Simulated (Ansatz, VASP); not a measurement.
## One calculation of HgTe, two programs

File INCAR:

```
SYSTEM = HgTe
PREC = Accurate
ENCUT = 520
EDIFF = 1E-7
ISMEAR = 0
SIGMA = 0.15
LREAL = .FALSE.
LASPH = .TRUE.
NELM = 100
ALGO = Normal
ISIF = 2
LWAVE = .FALSE.
LCHARG = .FALSE.
GGA = PS
NBANDS = 16
```

The input KPOINTS:

```
regular mesh
0
G
  16 16 16
  0 0 0
```

File POSCAR:

```
HgTe
1.0
    0.0000000000      3.1744890708      3.0930919152
    3.1744890708      0.0000000000      3.0930919152
    3.1744890708      3.1744890708      0.0000000000
Hg Te
1 1
Direct
    0.0000000000      0.0000000000      0.0000000000
    0.7500000000      0.7500000000      0.7500000000
```

Input for Ansatz:

```yaml
crystal:
  lattice:
    - [0.0, 3.1744890708, 3.0930919152]
    - [3.1744890708, 0.0, 3.0930919152]
    - [3.1744890708, 3.1744890708, 0.0]
  atoms:
    - { symbol: Hg, position: [0.0, 0.0, 0.0] }
    - { symbol: Te, position: [0.75, 0.75, 0.75] }
basis:
  ecutwfc: 420
kpoints:
  mp_grid: { grid: [16, 16, 16] }
hamiltonian:
  xc: pbesol
scf:
  occupations: { method: gaussian, width: 0.15 }
output:
  forces: true
  stress: true
  eigenvalues: true
```

Change from the starting cell: strain -0.025 along x and y, -0.050 along z, atoms carried along.

Alike in both runs: task single point; functional PBEsol; k mesh 16 × 16 × 16; occupations gaussian, width 0.15 eV; no spin polarisation.

|  | VASP | Ansatz |
| --- | --- | --- |
| version | VASP 6.6.1 | Ansatz 0.2.0 |
| potentials or method | VASP PAW PBE potentials, release 64 (Hg, Te), cutoff 520 eV | scalar-relativistic, plane waves, PAW |
| valence electrons in the cell | 18 | 36 |

VASP gave:

* pressure (GPa): 5.7
* traceless stress, the component that is largest in VASP (GPa): 0.18

Problem. Estimate Ansatz's values.

Solution. Pressure (GPa): 5.5; traceless stress, the component that is largest in VASP (GPa): 0.18.

VASP's potentials were made for PBE, not for PBEsol. VASP's potentials hold 18 valence electrons a cell and Ansatz's 36, so a difference there can come from the potentials and not from the codes.

Neither program's run includes spin-orbit coupling.
